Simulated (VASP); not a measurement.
Cu5Ni, 6 atoms in the cell. It takes space group P4/mmm (No. 123, tetragonal). Conventional cell: a = 2.566 Å, b = 2.566 Å, c = 10.679 Å, α = 90.00°, β = 90.00°, γ = 90.00°. Within 3.3 Å of Cu (site symmetry 4mm) lie 4 Ni at 2.51 Å and 8 Cu at 2.56 to 2.57 Å. Within 3.4 Å of Cu (site symmetry 4mm) lie 12 Cu at 2.56 to 2.57 Å. Within 3.4 Å of Cu (site symmetry 4/mmm) lie 12 Cu at 2.56 to 2.57 Å. Ni (site symmetry 4/mmm) has 8 Cu at 2.51 Å and 4 Ni at 2.57 Å within 3.3 Å. 

| Property | Result |
| --- | --- |
| Program | VASP 6.6.1 |
| Task | single point |
| Functional | PBE |
| Potentials or basis | VASP PAW PBE potentials, release 64 (Cu, Ni) |
| Cutoff | 520 eV |
| k mesh | 6 × 6 × 2 |
| Occupations | gaussian, width 0.1 eV |
| Spin | collinear spin, ferromagnetic start |
| Starting moments | [0.0, 0.0, 0.0, 0.0, 0.0, 2.0] μB |
| Dipole correction | no |
| Further INCAR settings | ALGO = Fast; EDIFF = 1e-07; NBANDS = 46 |

Potentials or basis: VASP PAW PBE potentials, release 64 (Cu, Ni).

Command:

```bash
$ cat potpaw_PBE.64/Cu/POTCAR potpaw_PBE.64/Ni/POTCAR > POTCAR
$ mpirun -np 1 vasp_std > vasp.out
```

Hardware: 1 thread of AMD EPYC 9R45 96-Core Processor (Zen 5), on a shared host.

Estimate the wall time of this run.

Wall time 120 s on 1 thread of AMD EPYC 9R45 96-Core Processor (Zen 5) (shared host), peak memory 0.23 GiB. Counts: scf iterations 23, k points 20.
